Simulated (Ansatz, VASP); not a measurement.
## Two plane-wave programs on RbBr

```
Rb Br
1.0
     4.77109    0.00000    0.00000
    -2.38554    4.13188    0.00000
     0.00000    0.00000    8.41015
Rb Br
2 2
Direct
  0.00000 0.00000 0.00000
  0.00000 0.00000 0.50000
  0.33333 0.66667 0.25000
  0.66667 0.33333 0.75000
```

Alike in both runs: task single point; functional LDA; k mesh 6 × 6 × 2; no spin polarisation.

```csv
,VASP,Ansatz
version,VASP 6.6.1,Ansatz 0.2.0
potentials or method,"VASP PAW LDA potentials, release 64 (Rb_sv, Br)","plane waves, PAW"
plane-wave cutoff (eV),520,420
occupations,"gaussian, width 0.01 eV",fixed
valence electrons in the cell,32,32
```

VASP gave:

* gap on the k mesh at the Fermi level (eV): 3.84

**Question.** Which values does Ansatz return?

**Answer.** gap on the k mesh at the Fermi level (eV): 3.83.

LDA's correlation is that of Perdew and Zunger in VASP and of Perdew and Wang (1992) in Ansatz.
